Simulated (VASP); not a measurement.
# SiC (Moissanite) (P6_3mc) in VASP: a series of runs

SiC (Moissanite) is run at these levels: r2SCAN+rVV10, PBE, PBE+D3(BJ), LDA; tasks: single point, relaxation of cell and atoms.

Program: VASP 6.6.1. These are calculated values, not measurements. Logs are shortened: lines on timing, memory, paths and dates and some standing lists are left out, and cuts for length are marked.

### Step 1. The cell of the first run

Symmetry: P6_3mc, No. 186, hexagonal system. Conventional cell: a = 3.072 Å, b = 3.072 Å, c = 5.044 Å, α = 90.00°, β = 90.00°, γ = 120.00°. Within 2.5 Å of Si (site symmetry 3m) lie 4 C at 1.88 to 1.90 Å. C (site symmetry 3m) has 4 Si at 1.88 to 1.90 Å within 2.5 Å.

### Step 2. Single point, r2SCAN+rVV10

POSCAR

```
SiC
1.0
    3.0722458713      0.0000000000      0.0000000000
   -1.5361229356      2.6606429712      0.0000000000
    0.0000000000      0.0000000000      5.0438791178
Si C
2 2
Direct
    0.6666666667      0.3333333333      0.5046240513
    0.3333333333      0.6666666667      0.0046240513
    0.6666666667      0.3333333333      0.8803759487
    0.3333333333      0.6666666667      0.3803759487
```

INCAR.step1

```
PREC = Accurate ; ENCUT = 520
ISMEAR = -1 ; SIGMA = 0.05
LREAL = False ; LASPH = True
NELM = 100 ; NBANDS = 16
GGA = PE ; ALGO = Normal
EDIFF = 1E-4 ; LWAVE = True
LCHARG = False
```

INCAR.step2

```
PREC = Accurate ; ENCUT = 520
EDIFF = 1E-7 ; ISMEAR = -1
SIGMA = 0.05 ; LREAL = False
LASPH = True ; NELM = 100
ALGO = Normal ; ISIF = 2
LWAVE = False ; LCHARG = True
METAGGA = R2SCAN ; LMIXTAU = True
LUSE_VDW = True ; IVDW_NL = 2
BPARAM = 11.95 ; CPARAM = 0.0093
LELF = True ; LVHAR = True
NBANDS = 16 ; ISTART = 1
```

KPOINTS

```
Automatic mesh
0
Gamma
  10 10 5
```

Potentials or basis: VASP PAW PBE potentials, release 64 (Si, C).

On the command line:

```console
cat potpaw_PBE.64/Si/POTCAR potpaw_PBE.64/C/POTCAR > POTCAR
cp INCAR.step1 INCAR
mpirun -np 1 vasp_std > vasp.out
cp INCAR.step2 INCAR
mpirun -np 1 vasp_std > vasp.out
```

OUTCAR:

```text
PREC = Accurate
   ENCUT = 520
   EDIFF = 1E-7
   ISMEAR = -1
   LREAL = False
   LASPH = True
   NELM = 100
   ISIF = 2
   METAGGA = R2SCAN
   IVDW_NL = 2
   BPARAM = 11.95
   ISTART = 1

 ion  position               nearest neighbor table
   1  0.667  0.333  0.505-   4 1.88   4 1.88   4 1.88   3 1.90   2 3.08   2 3.08   2 3.08   2 3.08
                             2 3.08   2 3.08
   2  0.333  0.667  0.005-   3 1.88   3 1.88   3 1.88   4 1.90   1 3.08   1 3.08   1 3.08   1 3.08
                             1 3.08   1 3.08
   3  0.667  0.333  0.880-   2 1.88   2 1.88   2 1.88   1 1.90
   4  0.333  0.667  0.380-   1 1.88   1 1.88   1 1.88   2 1.90

  LATTYP: Found a hexagonal cell.
 ALAT       =     3.0722458713
 C/A-ratio  =     1.6417563337

  Lattice vectors:

 A1 = (   3.0722458713,   0.0000000000,   0.0000000000)
 A2 = (  -1.5361229356,   2.6606429712,   0.0000000000)
 A3 = (   0.0000000000,   0.0000000000,   5.0438791178)

Analysis of symmetry for initial positions (statically):
=====================================================================
 Subroutine PRICEL returns:
 Original cell was already a primitive cell.

 Routine SETGRP: Setting up the symmetry group for a
 hexagonal supercell.

 Subroutine GETGRP returns: Found 12 space group operations
 (whereof  6 operations were pure point group operations)
 out of a pool of 24 trial point group operations.

The static configuration has the point symmetry C_3v.
 The point group associated with its full space group is C_6v.

Analysis of symmetry for dynamics (positions and initial velocities):
=====================================================================
 Subroutine PRICEL returns:
 Original cell was already a primitive cell.

 Routine SETGRP: Setting up the symmetry group for a
 hexagonal supercell.

 Subroutine GETGRP returns: Found 12 space group operations
 (whereof  6 operations were pure point group operations)
 out of a pool of 24 trial point group operations.

The dynamic configuration has the point symmetry C_3v.
 The point group associated with its full space group is C_6v.

 Subroutine INISYM returns: Found 12 space group operations
 (whereof  6 operations are pure point group operations),
 and found     1 'primitive' translations

----------------------------------------------------------------------------------------

                                     Primitive cell

  volume of cell :      41.2294

  direct lattice vectors                    reciprocal lattice vectors
     3.072245871  0.000000000  0.000000000     0.325494782  0.187924500  0.000000000
    -1.536122936  2.660642971  0.000000000     0.000000000  0.375849000  0.000000000
     0.000000000  0.000000000  5.043879118     0.000000000  0.000000000  0.198260104

  length of vectors
     3.072245871  3.072245871  5.043879118     0.375849000  0.375849000  0.198260104

  position of ions in fractional coordinates (direct lattice)
     0.666666667  0.333333333  0.504624051
     0.333333333  0.666666667  0.004624051
     0.666666667  0.333333333  0.880375949
     0.333333333  0.666666667  0.380375949

  ion indices of the primitive-cell ions
   primitive index   ion index
                 1           1
                 2           2
                 3           3
                 4           4

----------------------------------------------------------------------------------------

 KPOINTS: Automatic mesh

Automatic generation of k-mesh.
 Grid dimensions read from file:
 generate k-points for:   10   10    5

 Generating k-lattice:

  Cartesian coordinates                     Fractional coordinates (reciprocal lattice)
     0.032549478  0.018792450  0.000000000     0.100000000 -0.000000000  0.000000000
     0.000000000  0.037584900  0.000000000     0.000000000  0.100000000  0.000000000
     0.000000000  0.000000000  0.039652021     0.000000000  0.000000000  0.200000000

  Length of vectors
     0.037584900  0.037584900  0.039652021

  Shift w.r.t. Gamma in fractional coordinates (k-lattice)
     0.000000000  0.000000000  0.000000000

 Subroutine IBZKPT returns following result:
 ===========================================

 Found     42 irreducible k-points:

 Following reciprocal coordinates:
            Coordinates               Weight
  0.000000  0.000000  0.000000      1.000000
  0.100000  0.000000  0.000000      6.000000
  0.200000  0.000000  0.000000      6.000000
  0.300000  0.000000  0.000000      6.000000
  0.400000  0.000000  0.000000      6.000000
  0.500000  0.000000  0.000000      3.000000
[... 16 lines left out ...]
  0.300000  0.100000  0.200000     24.000000
  0.400000  0.100000  0.200000     24.000000
 [... further k-points ...]
   k-points           NKPTS =     42   k-points in BZ     NKDIM =     42   number of bands    NBANDS=     16
   number of dos      NEDOS =    301   number of ions     NIONS =      4
   total plane-waves  NPLWV =  23040
   dimension x,y,z NGX =    24 NGY =   24 NGZ =   40
   dimension x,y,z NGXF=    48 NGYF=   48 NGZF=   80
   ions per type =               2   2
   NGX,Y,Z   is equivalent  to a cutoff of  12.99, 12.99, 13.18 a.u.
   NGXF,Y,Z  is equivalent  to a cutoff of  25.97, 25.97, 26.37 a.u.
 SYSTEM =  unknown system
   PREC   = accura    normal or accurate (medium, high low for compatibility)
   ISTART =      1    job   : 0-new  1-cont  2-samecut
   ICHARG =      0    charge: 1-file 2-atom 10-const
   ISPIN  =      1    spin polarized calculation?
   LNONCOLLINEAR =      F non collinear calculations
   LSORBIT =      F    spin-orbit coupling
   LASPH  =      T    aspherical Exc in radial PAW
   ENCUT  =  520.0 eV  38.22 Ry    6.18 a.u.   5.71  5.71  9.38*2*pi/ulx,y,z
   NELM   =    100;   NELMIN=  2; NELMDL=  0     # of ELM steps
   EDIFF  = 0.1E-06   stopping-criterion for ELM
   LREAL  =      F    real-space projection
   EDIFFG = 0.1E-05   stopping-criterion for IOM
   NSW    =      0    number of steps for IOM
   IBRION =     -1    ionic relax: 0-MD 1-quasi-New 2-CG
   NFREE  =      0    steps in history (QN), initial steepest desc. (CG)
   ISIF   =      2    stress and relaxation
   ISYM   =      2    0-nonsym 1-usesym 2-fastsym
   POTIM  = 0.5000    time-step for ionic-motion
   TEBEG  =    0.0;   TEEND  =   0.0 temperature during run
   PSTRESS=    0.0 pullay stress
   NELECT =      16.0000    total number of electrons
   NUPDOWN=      -1.0000    fix difference up-down
   EMIN   =  10.00;   EMAX   =-10.00  energy-range for DOS
   EFERMI =   0.00;   METHOD = LEGACY
   ISMEAR =    -1;   SIGMA  =   0.05  broadening in eV -4-tet -1-fermi 0-gaus
   EFERMI_NEDOS =   21; number of points for ismear=-14 and -15
   IALGO  =     38    algorithm
   IMIX   =      4    mixing-type and parameters
     AMIX     =   0.40;   BMIX     =  1.00
     AMIX_MAG =   1.60;   BMIX_MAG =  1.00
  volume/ion in A,a.u.               =      10.31        69.56
  Fermi-wavevector in a.u.,A,eV,Ry     =   1.194114  2.256548 19.400655  1.425908
  Thomas-Fermi vector in A             =   2.330112
   LORBIT       =      0    0 simple, 1 ext, 2 COOP (PROOUT), +10 PAW based schemes
   METAGGA = R2SCAN    functional components
   LHFCALC =     F    Hartree Fock is set to
   AEXX    =    0.0000 exact exchange contribution
   IVDW_NL    =     2    kernel type
   BPARAM     =11.9500
   IVDW    =     0    specifies the selected vdW correction
   LEPSILON=     F    determine dielectric tensor
   LRPA    =     F    only Hartree local field effects (RPA)
 non-spin polarized calculation
  energy-cutoff  :      520.00
  volume of cell :       41.23
 maximum number of plane-waves:      1124
 NGX is ok and might be reduce to    24
   NGX = 11   NGY = 11   NGZ = 19

 number of electron      15.9999999 magnetization

 Free energy of the ion-electron system (eV)
  ---------------------------------------------------
  ext. energy  EPLUGINS =         0.00000000
  ---------------------------------------------------
  free energy    TOTEN  =       -38.42656490 eV

  energy without entropy =      -38.42656490  energy(sigma->0) =      -38.42656490

 E-fermi :   9.2219     XC(G=0): -11.9717

 val. band max:        8.1786354267   @ k =   0.0000   0.0000   0.0000
 cond. band min:      10.9460211553   @ k =   0.3000   0.3000   0.0000
 fundamental gap:      2.7673857286
 Fermi energy:         9.2218903406

 k-point     1 :       0.0000    0.0000    0.0000
  band No.  band energies     occupation
      1      -8.2120      2.00000
      2      -4.5676      2.00000
      3      -0.8495      2.00000
      4       6.7914      2.00000
      5       6.7914      2.00000
      6       8.0615      2.00000
[... 8 lines left out ...]
     15      17.7693      0.00000
     16      20.2055      0.00000

 k-point     2 :       0.1000    0.0000    0.0000
  band No.  band energies     occupation
      1      -8.0317      2.00000
      2      -4.4159      2.00000
      3      -0.6830      2.00000
      4       5.8214      2.00000
      5       6.4848      2.00000
      6       7.5021      2.00000
[... 8 lines left out ...]
     15      18.2222      0.00000
     16      18.9772      0.00000

 k-point     3 :       0.2000    0.0000    0.0000
  band No.  band energies     occupation
      1      -7.4984      2.00000
      2      -3.9838      2.00000
      3      -0.2053      2.00000
      4       3.8671      2.00000
      5       5.8498      2.00000
      6       5.9591      2.00000
[... 8 lines left out ...]
     15      18.6450      0.00000
     16      19.0725      0.00000

 k-point     4 :       0.3000    0.0000    0.0000
  band No.  band energies     occupation
      1      -6.6421      2.00000
      2      -3.3809      2.00000
      3       0.4167      2.00000
      4       2.0329      2.00000
      5       4.1754      2.00000
      6       5.2421      2.00000
[... 8 lines left out ...]
     15      19.5277      0.00000
     16      20.6043      0.00000
[... 324 lines left out ...]
 k-point    22 :       0.2000    0.1000    0.2000
  band No.  band energies     occupation
      1      -6.7819      2.00000
      2      -4.2222      2.00000
      3       0.9794      2.00000
      4       3.2089      2.00000
      5       4.2383      2.00000
      6       5.2502      2.00000
[... 8 lines left out ...]
     15      19.1545      0.00000
     16      19.8347      0.00000

 k-point    23 :       0.3000    0.1000    0.2000
  band No.  band energies     occupation
      1      -5.8075      2.00000
      2      -3.5200      2.00000
      3       0.4984      2.00000
      4       2.5130      2.00000
      5       2.9146      2.00000
      6       4.4927      2.00000
[... 8 lines left out ...]
     15      20.0388      0.00000
     16      20.8582      0.00000

 k-point    24 :       0.4000    0.1000    0.2000
  band No.  band energies     occupation
      1      -4.7663      2.00000
      2      -3.2461      2.00000
      3      -0.2114      2.00000
      4       1.2960      2.00000
      5       3.2940      2.00000
      6       4.2766      2.00000
[... 8 lines left out ...]
     15      20.6314      0.00000
     16      22.0868      0.00000

 [... further k-points ...]
[... 5 lines left out ...]
  --------------------------------------------------------------------------------------
  -------------------------------------------------------------------------------------
  Total       -0.0288963     -0.0288963     -0.0252084     -0.0000000      0.0000000      0.0000000
  in kB       -1.1229133     -1.1229133     -0.9795989     -0.0000000      0.0000000      0.0000000
  external PRESSURE =      -1.0751419 kB  Pullay stress =       0.0000000 kB

 VOLUME and BASIS-vectors are now :
 -----------------------------------------------------------------------------
  energy-cutoff  :      520.00
  volume of cell :       41.23
      direct lattice vectors                 reciprocal lattice vectors
     3.072245871  0.000000000  0.000000000     0.325494782  0.187924500  0.000000000
    -1.536122936  2.660642971  0.000000000     0.000000000  0.375849000  0.000000000
     0.000000000  0.000000000  5.043879118     0.000000000  0.000000000  0.198260104

 POSITION                                       TOTAL-FORCE (eV/Angst)
 -----------------------------------------------------------------------------------
      1.53612      0.88688      2.54526        -0.000000      0.000000     -0.000415
     -0.00000      1.77376      0.02332         0.000000     -0.000000     -0.000415
      1.53612      0.88688      4.44051        -0.000000      0.000000      0.000415
     -0.00000      1.77376      1.91857        -0.000000      0.000000      0.000415
 -----------------------------------------------------------------------------------
    total drift:                               -0.000000     -0.000000     -0.000179

  FREE ENERGIE OF THE ION-ELECTRON SYSTEM (eV)
  ---------------------------------------------------
  free  energy   TOTEN  =       -38.4265649008 eV

  energy  without entropy=      -38.4265649008  energy(sigma->0) =      -38.42656490
```

Wall time 52 s (1 thread of Intel Xeon 6975P-C (Granite Rapids), shared host); peak memory 0.26 GiB.

Results:

| Item | Value |
| --- | --- |
| Free energy | -38.4266 eV |
| Pressure | -0.1 GPa |
| Band gap on the k mesh | 2.77 eV, indirect (least direct gap 4.46 eV) |

Levels at points of the mesh, in eV from the valence-band top:
```csv
k point,band 6,band 7,band 8,band 9,band 10,band 11
"(0.00, 0.00, 0.00)",-0.12,0.00,0.00,5.39,6.78,7.19
"(0.50, 0.00, 0.00)",-3.49,-3.38,-1.26,3.20,4.64,7.47
```

Caveat: the PAW data sets were made with another functional, which shifts forces and pressure a little. A k mesh can miss the band edges.

### Step 3. Single point, PBE

This run uses another cell than the first one, of 10.34 Å³/atom, 1.003 times its volume.

INCAR

```
SYSTEM = SiC
PREC = Accurate
ENCUT = 520
EDIFF = 1E-7
ISMEAR = -1
SIGMA = 0.05
LREAL = .FALSE.
LASPH = .TRUE.
NELM = 100
ALGO = Normal
ISIF = 2
LWAVE = .FALSE.
LCHARG = .FALSE.
GGA = PE
NBANDS = 16
```

KPOINTS

```
Automatic mesh
0
G
  14 14 7
  0 0 0
```

POSCAR

```
SiC
1.0
    3.0760000000      0.0000000000      0.0000000000
   -1.5380000000      2.6638941420      0.0000000000
    0.0000000000      0.0000000000      5.0480000000
Si C
2 2
Direct
    0.6666666667      0.3333333333      0.5000000000
    0.3333333333      0.6666666667      0.0000000000
    0.6666666667      0.3333333333      0.8850000000
    0.3333333333      0.6666666667      0.3850000000
```

Potentials or basis: VASP PAW PBE potentials, release 64 (Si, C).

On the command line:

```console
cat potpaw_PBE.64/Si/POTCAR potpaw_PBE.64/C/POTCAR > POTCAR
mpirun -np 1 vasp_std > vasp.out
```

Run time: 18 s. Hardware: 1 thread of Intel Xeon 6975P-C (Granite Rapids), shared host; peak memory 0.18 GiB.

Results (log left out):

```yaml
Free_energy: -30.0673 eV
Pressure: 3.6 GPa
Largest_force: 0.753 eV/Å
Band_gap_on_the_k_mesh: 2.41 eV, indirect (least direct gap 4.08 eV)
```

Forces on the atoms (eV/Å):
```
Si   0.000  0.000  0.753
Si   0.000  0.000  0.753
C    0.000  0.000 -0.753
C    0.000  0.000 -0.753
```

Stress tensor (GPa, compression positive):
```
5.25 0.00 0.00
0.00 5.25 0.00
0.00 0.00 0.41
```

Levels at points of the mesh, in eV from the valence-band top:
```tsv
k point	band 5	band 6	band 7	band 8	band 9	band 10	band 11	band 12
(0.00, 0.00, 0.00)	-1.56	-0.28	-0.28	0.00	4.63	6.03	6.51	6.51
(0.50, 0.00, 0.00)	-5.43	-3.54	-3.26	-1.49	2.59	4.20	6.74	7.20
```

A k mesh can miss the band edges. A hybrid or GW would open this gap; PBE tends to underestimate it.

[end of part 1 of 2]
